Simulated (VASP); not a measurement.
# PbO (P4/nmm) in VASP: settings compared, part 2 of 2

VASP 6.6.1.

## (4) Single point, r2SCANh

POSCAR

```
PbO
1.0
    3.9900000000      0.0000000000      0.0000000000
    0.0000000000      3.9900000000      0.0000000000
    0.0000000000      0.0000000000      5.0100000000
Pb O
2 2
Direct
    0.0000000000      0.5000000000      0.2400000000
    0.5000000000      0.0000000000      0.7600000000
    0.0000000000      0.0000000000      0.0000000000
    0.5000000000      0.5000000000      0.0000000000
```

INCAR.step1

```
PREC = Accurate
ENCUT = 580
EDIFF = 1E-5
ISMEAR = 0
SIGMA = 0.01
LREAL = F
LASPH = T
NELM = 120
ALGO = Normal
ISIF = 2
LWAVE = T
LCHARG = F
GGA = PE
NBANDS = 28
GGA_COMPAT = F
```

INCAR.step2

```
PREC = Accurate
ENCUT = 580
EDIFF = 1E-6
ISMEAR = 0
SIGMA = 0.01
LREAL = F
LASPH = T
NELM = 120
ALGO = Normal
ISIF = 2
LWAVE = F
LCHARG = F
METAGGA = R2SCAN
LHFCALC = T
AEXX = 0.1
LMIXTAU = T
PRECFOCK = Normal
ISTART = 1
NBANDS = 28
GGA_COMPAT = F
```

KPOINTS

```
regular mesh
0
Gamma
  2 2 2
```

Potentials or basis: VASP PAW PBE potentials, release 64 (Pb_d, O).

The run is started by

```
cat potpaw_PBE.64/Pb_d/POTCAR potpaw_PBE.64/O/POTCAR > POTCAR
cp INCAR.step1 INCAR
mpirun -np 1 vasp_std > vasp.out
cp INCAR.step2 INCAR
mpirun -np 1 vasp_std > vasp.out
```

OUTCAR:

```text
PREC = Accurate
   ENCUT = 580
   EDIFF = 1E-6
   ISMEAR = 0
   LREAL = F
   LASPH = T
   NELM = 120
   ISIF = 2
   METAGGA = R2SCAN
   LHFCALC = T
   AEXX = 0.1
   PRECFOCK = Normal
   ISTART = 1

 ion  position               nearest neighbor table
   1  0.000  0.500  0.240-   3 2.33   4 2.33   3 2.33   4 2.33   2 3.71   2 3.71   2 3.71   2 3.71
                             2 3.84   2 3.84   2 3.84   2 3.84
   2  0.500  0.000  0.760-   3 2.33   4 2.33   4 2.33   3 2.33   1 3.71   1 3.71   1 3.71   1 3.71
                             1 3.84   1 3.84   1 3.84   1 3.84
   3  0.000  0.000  0.000-   1 2.33   2 2.33   1 2.33   2 2.33
   4  0.500  0.500  0.000-   1 2.33   2 2.33   2 2.33   1 2.33

  LATTYP: Found a simple tetragonal cell.
 ALAT       =     3.9900000000
 C/A-ratio  =     1.2556390977

  Lattice vectors:

 A1 = (   3.9900000000,   0.0000000000,   0.0000000000)
 A2 = (   0.0000000000,   3.9900000000,   0.0000000000)
 A3 = (   0.0000000000,   0.0000000000,   5.0100000000)

Analysis of symmetry for initial positions (statically):
=====================================================================
 Subroutine PRICEL returns:
 Original cell was already a primitive cell.

 Routine SETGRP: Setting up the symmetry group for a
 simple tetragonal supercell.

 Subroutine GETGRP returns: Found 16 space group operations
 (whereof  8 operations were pure point group operations)
 out of a pool of 16 trial point group operations.

The static configuration has the point symmetry D_2d.
 The point group associated with its full space group is D_4h.

Analysis of symmetry for dynamics (positions and initial velocities):
=====================================================================
 Subroutine PRICEL returns:
 Original cell was already a primitive cell.

 Routine SETGRP: Setting up the symmetry group for a
 simple tetragonal supercell.

 Subroutine GETGRP returns: Found 16 space group operations
 (whereof  8 operations were pure point group operations)
 out of a pool of 16 trial point group operations.

The dynamic configuration has the point symmetry D_2d.
 The point group associated with its full space group is D_4h.

 Subroutine INISYM returns: Found 16 space group operations
 (whereof  8 operations are pure point group operations),
 and found     1 'primitive' translations

----------------------------------------------------------------------------------------

                                     Primitive cell

  volume of cell :      79.7597

  direct lattice vectors                    reciprocal lattice vectors
     3.990000000  0.000000000  0.000000000     0.250626566  0.000000000  0.000000000
     0.000000000  3.990000000  0.000000000     0.000000000  0.250626566  0.000000000
     0.000000000  0.000000000  5.010000000     0.000000000  0.000000000  0.199600798

  length of vectors
     3.990000000  3.990000000  5.010000000     0.250626566  0.250626566  0.199600798

  position of ions in fractional coordinates (direct lattice)
     0.000000000  0.500000000  0.240000000
     0.500000000  0.000000000  0.760000000
     0.000000000  0.000000000  0.000000000
[... 39 lines left out ...]
  0.500000  0.500000  0.000000      1.000000
  0.000000  0.000000  0.500000      1.000000
  0.500000  0.000000  0.500000      2.000000
  0.500000  0.500000  0.500000      1.000000
   k-points           NKPTS =      6   k-points in BZ     NKDIM =      8   number of bands    NBANDS=     28
   number of dos      NEDOS =    301   number of ions     NIONS =      4
   total plane-waves  NPLWV =  40960
   dimension x,y,z NGX =    32 NGY =   32 NGZ =   40
   dimension x,y,z NGXF=    64 NGYF=   64 NGZF=   80
   ions per type =               2   2
   NGX,Y,Z   is equivalent  to a cutoff of  13.33, 13.33, 13.27 a.u.
   NGXF,Y,Z  is equivalent  to a cutoff of  26.67, 26.67, 26.55 a.u.
 SYSTEM =  unknown system
   PREC   = accura    normal or accurate (medium, high low for compatibility)
   ISTART =      1    job   : 0-new  1-cont  2-samecut
   ICHARG =      0    charge: 1-file 2-atom 10-const
   ISPIN  =      1    spin polarized calculation?
   LNONCOLLINEAR =      F non collinear calculations
   LSORBIT =      F    spin-orbit coupling
   LASPH  =      T    aspherical Exc in radial PAW
   ENCUT  =  580.0 eV  42.63 Ry    6.53 a.u.   7.84  7.84  9.84*2*pi/ulx,y,z
   NELM   =    120;   NELMIN=  2; NELMDL=  0     # of ELM steps
   EDIFF  = 0.1E-05   stopping-criterion for ELM
   LREAL  =      F    real-space projection
   EDIFFG = 0.1E-04   stopping-criterion for IOM
   NSW    =      0    number of steps for IOM
   IBRION =     -1    ionic relax: 0-MD 1-quasi-New 2-CG
   NFREE  =      0    steps in history (QN), initial steepest desc. (CG)
   ISIF   =      2    stress and relaxation
   ISYM   =      3    0-nonsym 1-usesym 2-fastsym
   POTIM  = 0.5000    time-step for ionic-motion
   TEBEG  =    0.0;   TEEND  =   0.0 temperature during run
   PSTRESS=    0.0 pullay stress
   NELECT =      40.0000    total number of electrons
   NUPDOWN=      -1.0000    fix difference up-down
   EMIN   =  10.00;   EMAX   =-10.00  energy-range for DOS
   EFERMI =   0.00;   METHOD = LEGACY
   ISMEAR =     0;   SIGMA  =   0.01  broadening in eV -4-tet -1-fermi 0-gaus
   EFERMI_NEDOS =   21; number of points for ismear=-14 and -15
   IALGO  =     38    algorithm
   IMIX   =      1    mixing-type and parameters
     AMIX     =   0.40;   BMIX     =  1.00
     AMIX_MAG =   1.60;   BMIX_MAG =  1.00
  volume/ion in A,a.u.               =      19.94       134.56
  Fermi-wavevector in a.u.,A,eV,Ry     =   1.300670  2.457909 23.017539  1.691741
  Thomas-Fermi vector in A             =   2.431853
   LORBIT       =      0    0 simple, 1 ext, 2 COOP (PROOUT), +10 PAW based schemes
   METAGGA = R2SCAN    functional components
   LHFCALC =     T    Hartree Fock is set to
   PRECFOCK=normal    Normal, Fast or Accurate (Low or Medium for compatibility)
   ENCUT4O =  -1.0   cutoff for four orbital integrals eV
   NKREDX  =     1    reduce k-point grid by
   NKREDY  =     1    reduce k-point grid by
   NKREDZ  =     1    reduce k-point grid by
   AEXX    =    0.1000 exact exchange contribution
   HFSCREEN=    0.0000 screening length (either q_TF or 0.3 A-1)
   HFSCREENC=   0.0000 screening length for correlation (either q_TF or 0.3 A-1)
   ENCUTFOCK=  -1.0 apply spherical cutoff to Coloumb kernel
   IVDW    =     0    specifies the selected vdW correction
   LEPSILON=     F    determine dielectric tensor
   LRPA    =     F    only Hartree local field effects (RPA)
 non-spin polarized calculation
 Gauss-broadening in eV      SIGMA  =   0.01
  energy-cutoff  :      580.00
  volume of cell :       79.76
 maximum number of plane-waves:      2547
 NGX is ok and might be reduce to    32
  NGX = 24; NGY = 24; NGZ = 30

 number of electron      40.0000002 magnetization

 Free energy of the ion-electron system (eV)
  ---------------------------------------------------
  ext. energy  EPLUGINS =         0.00000000
  ---------------------------------------------------
  free energy    TOTEN  =      -121.99130675 eV

  energy without entropy =     -121.99130675  energy(sigma->0) =     -121.99130675

 E-fermi :   4.6131     XC(G=0):  -9.5302

 val. band max:        4.5009264763   @ k =   0.0000   0.0000   0.0000
 cond. band min:       6.5061309213   @ k =   0.5000   0.5000   0.0000
 fundamental gap:      2.0052044450
 Fermi energy:         4.6131025609

 k-point     1 :       0.0000    0.0000    0.0000
  band No.  band energies     occupation
      1     -15.4754      2.00000
      2     -14.8481      2.00000
      3     -12.6051      2.00000
      4     -12.6051      2.00000
      5     -12.5462      2.00000
      6     -12.5329      2.00000
[... 175 lines left out ...]
     27      16.8256      0.00000
     28      16.8256      0.00000

------------------------ aborting loop because EDIFF is reached ----------------------------------------

  FORCE on cell =-STRESS in cart. coord.  units (eV):
  Direction    XX          YY          ZZ          XY          YZ          ZX
  --------------------------------------------------------------------------------------
  -------------------------------------------------------------------------------------
  Total       -0.5821265     -0.5821265     -0.9883920      0.0000000      0.0000000     -0.0000000
  in kB      -11.6934973    -11.6934973    -19.8543775      0.0000000      0.0000000     -0.0000000
  external PRESSURE =     -14.4137907 kB  Pullay stress =       0.0000000 kB

 VOLUME and BASIS-vectors are now :
 -----------------------------------------------------------------------------
  energy-cutoff  :      580.00
  volume of cell :       79.76
      direct lattice vectors                 reciprocal lattice vectors
     3.990000000  0.000000000  0.000000000     0.250626566  0.000000000  0.000000000
     0.000000000  3.990000000  0.000000000     0.000000000  0.250626566  0.000000000
     0.000000000  0.000000000  5.010000000     0.000000000  0.000000000  0.199600798

 POSITION                                       TOTAL-FORCE (eV/Angst)
 -----------------------------------------------------------------------------------
      0.00000      1.99500      1.20240         0.000000     -0.000000     -0.547105
      1.99500      0.00000      3.80760         0.000000      0.000000      0.547105
      0.00000      0.00000      0.00000         0.000000      0.000000      0.000000
      1.99500      1.99500      0.00000         0.000000      0.000000      0.000000
 -----------------------------------------------------------------------------------
    total drift:                               -0.000002      0.000001     -0.000015

  FREE ENERGIE OF THE ION-ELECTRON SYSTEM (eV)
  ---------------------------------------------------
  free  energy   TOTEN  =      -121.9913067454 eV

  energy  without entropy=     -121.9913067454  energy(sigma->0) =     -121.99130675
```

Run time: 4.8 min. Hardware: 1 thread of AMD EPYC 7R43 (Zen 3), shared host; peak memory 0.19 GiB.

What came out:

```
Free energy            : -121.9913 eV
Pressure               : -1.4 GPa
Largest force          : 0.547 eV/Å
Band gap on the k mesh : 2.01 eV (least direct gap 3.21 eV)
```

Forces on the atoms (eV/Å):
```
Pb   0.000  0.000 -0.547
Pb   0.000  0.000  0.547
O    0.000  0.000  0.000
O    0.000  0.000  0.000
```

Caveat: the k points lie up to 0.79 Å⁻¹ apart; the PAW data sets were made with another functional, which shifts forces and pressure a little; spin-orbit coupling is left out, which moves the levels of the heavy elements. A k mesh can miss the band edges.

## (5) Overview

```tsv
level	cutoff (eV)	grid for exact exchange (PRECFOCK)	share of exact exchange	gap on the mesh (eV)	pressure (GPa)	largest force (eV/Å)
PBE	600	-	-	1.14	2.7	0.07
r2SCAN	660	-	-	1.44	-0.2	0.38
r2SCANh	580	Normal	0.1	2.01	-1.4	0.55
```

Alike in all rows: task single point; potentials or basis VASP PAW PBE potentials, release 64 (Pb_d, O); no spin polarisation; cell as given; k mesh 2 × 2 × 2; smearing gaussian 0.01 eV.

Caveats: all runs use coarse meshes; spin-orbit coupling is left out, which moves the levels of the heavy elements; the PAW data sets were made with another functional, which shifts forces and pressure a little (at least some runs).

Total energies depend on the potentials used, so only differences within one code and one set of settings carry meaning.
